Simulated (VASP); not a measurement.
# B2Ru (Pmmn) in VASP: notebook

B2Ru is run at these levels: LDA; tasks: single point.

All numbers are computed with VASP 6.6.1; they aren't measurements. Logs are shortened: lines on timing, memory, paths and dates and some standing lists are left out, and cuts for length are marked.

## Step 1: The cell of the first run

The structure is orthorhombic, space group Pmmn (No. 59). Conventional cell: a = 2.807 Å, b = 4.550 Å, c = 3.962 Å, α = 90.00°, β = 90.00°, γ = 90.00°. Within 2.3 Å of B (site symmetry m) lie 3 B at 1.74 to 1.86 Å and 4 Ru at 2.12 to 2.21 Å. Within 3.0 Å of Ru (site symmetry mm2) lie 8 B at 2.12 to 2.21 Å and 6 Ru at 2.81 to 2.93 Å.

## Step 2: Single point, LDA

INCAR

```
  PREC = Accurate
  ENCUT = 520
  EDIFF = 1E-7
  ISMEAR = -1
  SIGMA = 0.1
  LREAL = False
  LASPH = True
  NELM = 100
  ALGO = Normal
  ISIF = 2
  LWAVE = False
  LCHARG = True
  GGA = CA
  LELF = True
  LVHAR = True
  NBANDS = 29
```

KPOINTS

```
Automatic mesh
0
Gamma
  9 6 7
```

POSCAR

```
B2Ru
1.0
    2.8065142015      0.0000000000      0.0000000000
    0.0000000000      4.5501774750      0.0000000000
    0.0000000000      0.0000000000      3.9624258098
B Ru
4 2
Direct
    0.0000000000      0.8090000000      0.3610000000
    0.0000000000      0.1910000000      0.3610000000
    0.5000000000      0.3090000000      0.6390000000
    0.5000000000      0.6910000000      0.6390000000
    0.0000000000      0.0000000000      0.8492000000
    0.5000000000      0.5000000000      0.1508000000
```

Potentials or basis: VASP PAW LDA potentials, release 64 (B, Ru_pv).

Launch:

```sh
> cat potpaw_LDA.64/B/POTCAR potpaw_LDA.64/Ru_pv/POTCAR > POTCAR
> mpirun -np 1 vasp_std > vasp.out
```

OUTCAR:

```text
PREC = Accurate
   ENCUT = 520
   EDIFF = 1E-7
   ISMEAR = -1
   LREAL = False
   LASPH = True
   NELM = 100
   ISIF = 2
   GGA = CA

 ion  position               nearest neighbor table
   1  0.000  0.809  0.361-   2 1.74   4 1.86   4 1.86   5 2.12   6 2.15   6 2.15   5 2.21
   2  0.000  0.191  0.361-   1 1.74   3 1.86   3 1.86   5 2.12   6 2.15   6 2.15   5 2.21
   3  0.500  0.309  0.639-   4 1.74   2 1.86   2 1.86   6 2.12   5 2.15   5 2.15   6 2.21
   4  0.500  0.691  0.639-   3 1.74   1 1.86   1 1.86   6 2.12   5 2.15   5 2.15   6 2.21
   5  0.000  0.000  0.849-   1 2.12   2 2.12   3 2.15   4 2.15   3 2.15   4 2.15   1 2.21   2 2.21
                             6 2.93   6 2.93   6 2.93   6 2.93
   6  0.500  0.500  0.151-   3 2.12   4 2.12   1 2.15   2 2.15   1 2.15   2 2.15   3 2.21   4 2.21
                             5 2.93   5 2.93   5 2.93   5 2.93

  LATTYP: Found a simple orthorhombic cell.
 ALAT       =     2.8065142015
 B/A-ratio  =     1.4118673647
 C/A-ratio  =     1.6212914485

  Lattice vectors:

 A1 = (  -2.8065142015,   0.0000000000,   0.0000000000)
 A2 = (   0.0000000000,   0.0000000000,   3.9624258098)
 A3 = (   0.0000000000,   4.5501774750,   0.0000000000)

Analysis of symmetry for initial positions (statically):
=====================================================================
 Subroutine PRICEL returns:
 Original cell was already a primitive cell.

 Routine SETGRP: Setting up the symmetry group for a
 simple orthorhombic supercell.

 Subroutine GETGRP returns: Found  8 space group operations
 (whereof  4 operations were pure point group operations)
 out of a pool of  8 trial point group operations.

The static configuration has the point symmetry C_2v.
 The point group associated with its full space group is D_2h.

Analysis of symmetry for dynamics (positions and initial velocities):
=====================================================================
 Subroutine PRICEL returns:
 Original cell was already a primitive cell.

 Routine SETGRP: Setting up the symmetry group for a
 simple orthorhombic supercell.

 Subroutine GETGRP returns: Found  8 space group operations
 (whereof  4 operations were pure point group operations)
 out of a pool of  8 trial point group operations.

The dynamic configuration has the point symmetry C_2v.
 The point group associated with its full space group is D_2h.

 Subroutine INISYM returns: Found  8 space group operations
 (whereof  4 operations are pure point group operations),
 and found     1 'primitive' translations
[... 105 lines left out ...]
   EDIFFG = 0.1E-05   stopping-criterion for IOM
   NSW    =      0    number of steps for IOM
   IBRION =     -1    ionic relax: 0-MD 1-quasi-New 2-CG
   NFREE  =      0    steps in history (QN), initial steepest desc. (CG)
   ISIF   =      2    stress and relaxation
   ISYM   =      2    0-nonsym 1-usesym 2-fastsym
   POTIM  = 0.5000    time-step for ionic-motion
   TEBEG  =    0.0;   TEEND  =   0.0 temperature during run
   PSTRESS=    0.0 pullay stress
   NELECT =      40.0000    total number of electrons
   NUPDOWN=      -1.0000    fix difference up-down
   EMIN   =  10.00;   EMAX   =-10.00  energy-range for DOS
   EFERMI =   0.00;   METHOD = LEGACY
   ISMEAR =    -1;   SIGMA  =   0.10  broadening in eV -4-tet -1-fermi 0-gaus
   EFERMI_NEDOS =   21; number of points for ismear=-14 and -15
   IALGO  =     38    algorithm
   IMIX   =      4    mixing-type and parameters
     AMIX     =   0.40;   BMIX     =  1.00
     AMIX_MAG =   1.60;   BMIX_MAG =  1.00
  volume/ion in A,a.u.               =       8.43        56.91
  Fermi-wavevector in a.u.,A,eV,Ry     =   1.513710  2.860497 31.175260  2.291317
  Thomas-Fermi vector in A             =   2.623464
   LORBIT       =      0    0 simple, 1 ext, 2 COOP (PROOUT), +10 PAW based schemes
   GGA     = CA    functional components
   LHFCALC =     F    Hartree Fock is set to
   AEXX    =    0.0000 exact exchange contribution
   IVDW    =     0    specifies the selected vdW correction
   LEPSILON=     F    determine dielectric tensor
   LRPA    =     F    only Hartree local field effects (RPA)
 non-spin polarized calculation
  energy-cutoff  :      520.00
  volume of cell :       50.60
 maximum number of plane-waves:      1380
 NGX is ok and might be reduce to    24
   NGX = 11   NGY = 17   NGZ = 15

 number of electron      39.9999997 magnetization

 Free energy of the ion-electron system (eV)
  ---------------------------------------------------
  ext. energy  EPLUGINS =         0.00000000
  ---------------------------------------------------
  free energy    TOTEN  =       -53.04097410 eV

  energy without entropy =      -52.99781315  energy(sigma->0) =      -53.01939362

 E-fermi :  11.4797     XC(G=0): -13.6193

 val. band max:       11.4357053821   @ k =   0.0000   0.3333   0.4286
 cond. band min:      11.5052577838   @ k =   0.2222   0.0000   0.0000
 fundamental gap:      0.0695524017
 Fermi energy:        11.4797013305

 k-point     1 :       0.0000    0.0000    0.0000
  band No.  band energies     occupation
      1     -32.3385      2.00000
      2     -32.2888      2.00000
      3     -32.1309      2.00000
      4     -31.8311      2.00000
      5     -31.7648      2.00000
      6     -31.6819      2.00000
[... 757 lines left out ...]
     28      19.3959      0.00000
     29      20.1283      0.00000

 [... further k-points ...]

------------------------ aborting loop because EDIFF is reached ----------------------------------------

  FORCE on cell =-STRESS in cart. coord.  units (eV):
  Direction    XX          YY          ZZ          XY          YZ          ZX
  --------------------------------------------------------------------------------------
  -------------------------------------------------------------------------------------
  Total        2.0178341      3.9692646      4.4068312      0.0000000      0.0000000      0.0000000
  in kB       63.8909468    125.6793438    139.5340733      0.0000000      0.0000000      0.0000000
  external PRESSURE =     109.7014546 kB  Pullay stress =       0.0000000 kB

 VOLUME and BASIS-vectors are now :
 -----------------------------------------------------------------------------
  energy-cutoff  :      520.00
  volume of cell :       50.60
      direct lattice vectors                 reciprocal lattice vectors
     2.806514202  0.000000000  0.000000000     0.356313893  0.000000000  0.000000000
     0.000000000  4.550177475  0.000000000     0.000000000  0.219771647  0.000000000
     0.000000000  0.000000000  3.962425810     0.000000000  0.000000000  0.252370656

 POSITION                                       TOTAL-FORCE (eV/Angst)
 -----------------------------------------------------------------------------------
      0.00000      3.68109      1.43044         0.000000     -0.489962      0.144635
      0.00000      0.86908      1.43044         0.000000      0.489962      0.144635
      1.40326      1.40600      2.53199        -0.000000     -0.489962     -0.144635
      1.40326      3.14417      2.53199        -0.000000      0.489962     -0.144635
      0.00000      0.00000      3.36489        -0.000000      0.000000      0.123766
      1.40326      2.27509      0.59753        -0.000000      0.000000     -0.123766
 -----------------------------------------------------------------------------------
    total drift:                                0.000000      0.000000      0.000000

  FREE ENERGIE OF THE ION-ELECTRON SYSTEM (eV)
  ---------------------------------------------------
  free  energy   TOTEN  =       -53.0409741011 eV

  energy  without entropy=      -52.9978131472  energy(sigma->0) =      -53.01939362
```

OSZICAR:

```text
N       E                     dE             d eps       ncg     rms          rms(c)
DAV:   1     0.347974009907E+03    0.34797E+03   -0.21880E+04  4640   0.142E+03
DAV:   2    -0.459958355331E+02   -0.39397E+03   -0.38184E+03  4963   0.422E+02
DAV:   3    -0.598042457592E+02   -0.13808E+02   -0.13622E+02  5597   0.790E+01
DAV:   4    -0.599679230887E+02   -0.16368E+00   -0.16343E+00  5390   0.805E+00
DAV:   5    -0.599710814037E+02   -0.31583E-02   -0.31580E-02  5790   0.107E+00    0.412E+01
DAV:   6    -0.547175541846E+02    0.52535E+01   -0.38596E+01  5079   0.497E+01    0.887E+00
DAV:   7    -0.531796449619E+02    0.15379E+01   -0.11137E+01  4985   0.263E+01    0.786E+00
DAV:   8    -0.530471489459E+02    0.13250E+00   -0.33377E-01  5251   0.420E+00    0.200E+00
DAV:   9    -0.530415881634E+02    0.55608E-02   -0.27561E-02  5764   0.948E-01    0.211E-01
DAV:  10    -0.530410220428E+02    0.56612E-03   -0.24999E-03  5527   0.340E-01    0.824E-02
DAV:  11    -0.530409735769E+02    0.48466E-04   -0.37270E-04  5509   0.147E-01    0.226E-02
DAV:  12    -0.530409743150E+02   -0.73818E-06   -0.14394E-05  6317   0.298E-02    0.950E-03
DAV:  13    -0.530409740983E+02    0.21669E-06   -0.14394E-06  5634   0.866E-03    0.112E-03
DAV:  14    -0.530409741011E+02   -0.27258E-08   -0.93873E-08  3577   0.195E-03
   1 F= -.53040974E+02 E0= -.53019394E+02  d E =-.431610E-01
```

It took 43 s on 1 thread of Intel Xeon 6975P-C (Granite Rapids), shared host; peak memory 0.21 GiB.

What came out:

```
Free energy            : -53.0410 eV
Pressure               : 11.0 GPa
Largest force          : 0.511 eV/Å
Band gap on the k mesh : zero (bands 20 and 21 overlap by 1.55 eV)
```

Forces in eV/Å, atoms in the order of the input:
```
B    0.000 -0.490  0.145
B    0.000  0.490  0.145
B    0.000 -0.490 -0.145
B    0.000  0.490 -0.145
Ru   0.000  0.000  0.124
Ru   0.000  0.000 -0.124
```

Caveat: the stress differs along the axes, from 6 to 14 GPa.

(Part 1 of 2 ends here.)

The gap in the log of VASP goes by the Fermi energy; the results here count the filled bands.